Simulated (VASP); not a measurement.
# Pt (P6_3/mmc) in VASP: notebook

Pt is run at these levels: PBEsol; tasks: single point.

Everything below comes from runs of VASP 6.6.1. Logs are shortened: lines on timing, memory, paths and dates and some standing lists are left out, and cuts for length are marked.

## Step 1: The cell of the first run

The structure is hexagonal, space group P6_3/mmc (No. 194). The conventional cell has a = 2.704 Å, b = 2.704 Å, c = 4.694 Å, α = 90.00°, β = 90.00°, γ = 120.00°. Pt (site symmetry -6m2) has 12 Pt at 2.70 to 2.82 Å within 3.6 Å.

## Step 2: Single point, PBEsol

INCAR reads:

```
SYSTEM = Pt
PREC = Accurate
ENCUT = 520
EDIFF = 1E-6
ISMEAR = 1
SIGMA = 0.1
LREAL = .FALSE.
LASPH = .TRUE.
NELM = 80
ALGO = Normal
ISIF = 2
LWAVE = .FALSE.
LCHARG = .FALSE.
GGA = PS
NBANDS = 17
```

KPOINTS reads:

```
Automatic mesh
0
G
  12 12 6
  0 0 0
```

POSCAR reads:

```
Pt
1.0
    2.7043100644      0.0000000000      0.0000000000
   -1.3521550322      2.3420013258      0.0000000000
    0.0000000000      0.0000000000      4.6943078975
Pt
2
Direct
    0.6666666667      0.3333333333      0.7500000000
    0.3333333333      0.6666666667      0.2500000000
```

Potentials or basis: VASP PAW PBE potentials, release 64 (Pt).

Launch:

```sh
cat potpaw_PBE.64/Pt/POTCAR > POTCAR
mpirun -np 1 vasp_std > vasp.out
```

OUTCAR:

```text
SYSTEM = Pt
   PREC = Accurate
   ENCUT = 520
   EDIFF = 1E-6
   ISMEAR = 1
   LREAL = .FALSE.
   LASPH = .TRUE.
   NELM = 80
   ISIF = 2
   GGA = PS

 ion  position               nearest neighbor table
   1  0.667  0.333  0.750-   2 2.82   2 2.82   2 2.82   2 2.82   2 2.82   2 2.82
   2  0.333  0.667  0.250-   1 2.82   1 2.82   1 2.82   1 2.82   1 2.82   1 2.82

  LATTYP: Found a hexagonal cell.
 ALAT       =     2.7043100644
 C/A-ratio  =     1.7358615638

  Lattice vectors:

 A1 = (   2.7043100644,   0.0000000000,   0.0000000000)
 A2 = (  -1.3521550322,   2.3420013258,   0.0000000000)
 A3 = (   0.0000000000,   0.0000000000,   4.6943078975)

Analysis of symmetry for initial positions (statically):
=====================================================================
 Subroutine PRICEL returns:
 Original cell was already a primitive cell.

 Routine SETGRP: Setting up the symmetry group for a
 hexagonal supercell.

 Subroutine GETGRP returns: Found 24 space group operations
 (whereof 12 operations were pure point group operations)
 out of a pool of 24 trial point group operations.

The static configuration has the point symmetry D_3d.
 The point group associated with its full space group is D_6h.

Analysis of symmetry for dynamics (positions and initial velocities):
=====================================================================
 Subroutine PRICEL returns:
 Original cell was already a primitive cell.

 Routine SETGRP: Setting up the symmetry group for a
 hexagonal supercell.

 Subroutine GETGRP returns: Found 24 space group operations
 (whereof 12 operations were pure point group operations)
 out of a pool of 24 trial point group operations.

The dynamic configuration has the point symmetry D_3d.
 The point group associated with its full space group is D_6h.

 Subroutine INISYM returns: Found 24 space group operations
 (whereof 12 operations are pure point group operations),
 and found     1 'primitive' translations

----------------------------------------------------------------------------------------

                                     Primitive cell

  volume of cell :      29.7314

  direct lattice vectors                    reciprocal lattice vectors
     2.704310064  0.000000000  0.000000000     0.369780083  0.213492620  0.000000000
    -1.352155032  2.342001326  0.000000000     0.000000000  0.426985241  0.000000000
     0.000000000  0.000000000  4.694307897     0.000000000  0.000000000  0.213023948

  length of vectors
     2.704310064  2.704310160  4.694307897     0.426985256  0.426985241  0.213023948

  position of ions in fractional coordinates (direct lattice)
     0.666666667  0.333333333  0.750000000
     0.333333333  0.666666667  0.250000000

  ion indices of the primitive-cell ions
   primitive index   ion index
                 1           1
                 2           2

----------------------------------------------------------------------------------------

 KPOINTS: Automatic mesh

Automatic generation of k-mesh.
 Grid dimensions read from file:
 generate k-points for:   12   12    6

 Generating k-lattice:

  Cartesian coordinates                     Fractional coordinates (reciprocal lattice)
     0.030815007  0.017791052  0.000000000     0.083333333  0.000000000  0.000000000
     0.000000000  0.035582103  0.000000000     0.000000000  0.083333333  0.000000000
     0.000000000  0.000000000  0.035503991     0.000000000  0.000000000  0.166666667

  Length of vectors
     0.035582105  0.035582103  0.035503991

  Shift w.r.t. Gamma in fractional coordinates (k-lattice)
     0.000000000  0.000000000  0.000000000

 Subroutine IBZKPT returns following result:
 ===========================================

 Found     76 irreducible k-points:

 Following reciprocal coordinates:
            Coordinates               Weight
  0.000000  0.000000  0.000000      1.000000
  0.083333  0.000000  0.000000      6.000000
  0.166667  0.000000  0.000000      6.000000
  0.250000  0.000000  0.000000      6.000000
  0.333333  0.000000  0.000000      6.000000
  0.416667  0.000000  0.000000      6.000000
[... 16 lines left out ...]
  0.250000  0.000000  0.166667     12.000000
  0.333333  0.000000  0.166667     12.000000
 [... further k-points ...]
   k-points           NKPTS =     76   k-points in BZ     NKDIM =     76   number of bands    NBANDS=     17
   number of dos      NEDOS =    301   number of ions     NIONS =      2
   total plane-waves  NPLWV =  14400
   dimension x,y,z NGX =    20 NGY =   20 NGZ =   36
   dimension x,y,z NGXF=    40 NGYF=   40 NGZF=   72
   ions per type =               2
   NGX,Y,Z   is equivalent  to a cutoff of  12.29, 12.29, 12.75 a.u.
   NGXF,Y,Z  is equivalent  to a cutoff of  24.59, 24.59, 25.50 a.u.
 SYSTEM =  Pt
   PREC   = accura    normal or accurate (medium, high low for compatibility)
   ISTART =      0    job   : 0-new  1-cont  2-samecut
   ICHARG =      2    charge: 1-file 2-atom 10-const
   ISPIN  =      1    spin polarized calculation?
   LNONCOLLINEAR =      F non collinear calculations
   LSORBIT =      F    spin-orbit coupling
   LASPH  =      T    aspherical Exc in radial PAW
   ENCUT  =  520.0 eV  38.22 Ry    6.18 a.u.   5.03  5.03  8.73*2*pi/ulx,y,z
   NELM   =     80;   NELMIN=  2; NELMDL= -5     # of ELM steps
   EDIFF  = 0.1E-05   stopping-criterion for ELM
   LREAL  =      F    real-space projection
   EDIFFG = 0.1E-04   stopping-criterion for IOM
   NSW    =      0    number of steps for IOM
   IBRION =     -1    ionic relax: 0-MD 1-quasi-New 2-CG
   NFREE  =      0    steps in history (QN), initial steepest desc. (CG)
   ISIF   =      2    stress and relaxation
   ISYM   =      2    0-nonsym 1-usesym 2-fastsym
   POTIM  = 0.5000    time-step for ionic-motion
   TEBEG  =    0.0;   TEEND  =   0.0 temperature during run
   PSTRESS=    0.0 pullay stress
   NELECT =      20.0000    total number of electrons
   NUPDOWN=      -1.0000    fix difference up-down
   EMIN   =  10.00;   EMAX   =-10.00  energy-range for DOS
   EFERMI =   0.00;   METHOD = LEGACY
   ISMEAR =     1;   SIGMA  =   0.10  broadening in eV -4-tet -1-fermi 0-gaus
   EFERMI_NEDOS =   21; number of points for ismear=-14 and -15
   IALGO  =     38    algorithm
   IMIX   =      4    mixing-type and parameters
     AMIX     =   0.40;   BMIX     =  1.00
     AMIX_MAG =   1.60;   BMIX_MAG =  1.00
  volume/ion in A,a.u.               =      14.87       100.32
  Fermi-wavevector in a.u.,A,eV,Ry     =   1.434431  2.710682 27.995256  2.057593
  Thomas-Fermi vector in A             =   2.553841
   LORBIT       =      0    0 simple, 1 ext, 2 COOP (PROOUT), +10 PAW based schemes
   GGA     = PS    functional components
   LHFCALC =     F    Hartree Fock is set to
   AEXX    =    0.0000 exact exchange contribution
   IVDW    =     0    specifies the selected vdW correction
   LEPSILON=     F    determine dielectric tensor
   LRPA    =     F    only Hartree local field effects (RPA)
 non-spin polarized calculation
 Methfessel and Paxton  Order N= 1 SIGMA  =   0.10
  energy-cutoff  :      520.00
  volume of cell :       29.73
 maximum number of plane-waves:       825
 NGX is ok and might be reduce to    20
   NGX =  9   NGY =  9   NGZ = 17

 number of electron      20.0000002 magnetization

 Free energy of the ion-electron system (eV)
  ---------------------------------------------------
  ext. energy  EPLUGINS =         0.00000000
  ---------------------------------------------------
  free energy    TOTEN  =       -13.78307302 eV

  energy without entropy =      -13.78265485  energy(sigma->0) =      -13.78293363

 E-fermi :  11.3196     XC(G=0): -13.7084

 val. band max:       11.3162251333   @ k =   0.2500   0.2500   0.0000
 cond. band min:      11.3203223707   @ k =   0.5000   0.0000   0.3333
 fundamental gap:      0.0040972374
 Fermi energy:        11.3195654729

 k-point     1 :       0.0000    0.0000    0.0000
  band No.  band energies     occupation
      1       0.9117      2.00000
      2       3.6309      2.00000
      3       6.9879      2.00000
      4       7.5630      2.00000
      5       7.5630      2.00000
      6       7.9702      2.00000
[... 9 lines left out ...]
     16      28.6140      0.00000
     17      33.0354      0.00000

 k-point     2 :       0.0833    0.0000    0.0000
  band No.  band energies     occupation
      1       1.1782      2.00000
      2       3.8774      2.00000
      3       6.9538      2.00000
      4       7.5545      2.00000
      5       7.7734      2.00000
      6       7.8393      2.00000
[... 9 lines left out ...]
     16      28.9932      0.00000
     17      31.6219      0.00000

 k-point     3 :       0.1667    0.0000    0.0000
  band No.  band energies     occupation
      1       1.9275      2.00000
      2       4.4965      2.00000
      3       6.7285      2.00000
      4       7.3961      2.00000
      5       7.6382      2.00000
      6       7.9802      2.00000
[... 9 lines left out ...]
     16      29.2149      0.00000
     17      29.8151      0.00000

 k-point     4 :       0.2500    0.0000    0.0000
  band No.  band energies     occupation
      1       2.9732      2.00000
      2       4.9277      2.00000
      3       6.5487      2.00000
      4       6.8003      2.00000
      5       7.1136      2.00000
      6       8.4503      2.00000
[... 9 lines left out ...]
     16      27.6739      0.00000
     17      29.9963      0.00000
[... 343 lines left out ...]
      1       2.1569      2.00000
      2       4.4973      2.00000
      3       6.7851      2.00000
      4       7.0675      2.00000
      5       7.3362      2.00000
      6       8.0233      2.00000
[... 9 lines left out ...]
     16      28.9413      0.00000
     17      29.9949      0.00000

 k-point    23 :       0.2500    0.0000    0.1667
  band No.  band energies     occupation
      1       3.1444      2.00000
      2       4.9711      2.00000
      3       6.3263      2.00000
      4       6.8638      2.00000
      5       6.9809      2.00000
      6       8.2054      2.00000
[... 9 lines left out ...]
     16      28.0623      0.00000
     17      28.9902      0.00000

 k-point    24 :       0.3333    0.0000    0.1667
  band No.  band energies     occupation
      1       3.9097      2.00000
      2       4.7875      2.00000
      3       5.8178      2.00000
      4       6.5962      2.00000
      5       7.7362      2.00000
      6       8.3411      2.00000
[... 9 lines left out ...]
     16      26.1653      0.00000
     17      27.4017      0.00000

 [... further k-points ...]
[... 5 lines left out ...]
  --------------------------------------------------------------------------------------
  -------------------------------------------------------------------------------------
  Total        1.0368568      1.0368569      0.7627065      0.0000000      0.0000000      0.0000000
  in kB       55.8745679     55.8745731     41.1010444      0.0000000      0.0000000      0.0000000
  external PRESSURE =      50.9500618 kB  Pullay stress =       0.0000000 kB

 VOLUME and BASIS-vectors are now :
 -----------------------------------------------------------------------------
  energy-cutoff  :      520.00
  volume of cell :       29.73
      direct lattice vectors                 reciprocal lattice vectors
     2.704310064  0.000000000  0.000000000     0.369780083  0.213492620  0.000000000
    -1.352155032  2.342001326  0.000000000     0.000000000  0.426985241  0.000000000
     0.000000000  0.000000000  4.694307897     0.000000000  0.000000000  0.213023948

 POSITION                                       TOTAL-FORCE (eV/Angst)
 -----------------------------------------------------------------------------------
      1.35216      0.78067      3.52073         0.000000     -0.000000      0.000000
     -0.00000      1.56133      1.17358        -0.000000      0.000000      0.000000
 -----------------------------------------------------------------------------------
    total drift:                               -0.000000      0.000000     -0.000000

  FREE ENERGIE OF THE ION-ELECTRON SYSTEM (eV)
  ---------------------------------------------------
  free  energy   TOTEN  =       -13.7830730208 eV

  energy  without entropy=      -13.7826548544  energy(sigma->0) =      -13.78293363
```

It took 15 s on 1 thread of Intel Xeon Platinum 8488C (Sapphire Rapids), shared host; peak memory 0.16 GiB.

Results:

```
Free energy            : -13.7831 eV
Pressure               : 5.1 GPa
Band gap on the k mesh : zero (band 10 reaches 11.91 eV, above the bottom of band 11 at 10.48 eV)
```

Stress tensor (GPa, compression positive):
```
5.59 0.00 0.00
0.00 5.59 0.00
0.00 0.00 4.11
```

Caveat: the PAW data sets were made with another functional, which shifts forces and pressure a little; spin-orbit coupling is left out, which moves the levels of the heavy elements.

(Part 1 of 2 ends here.)
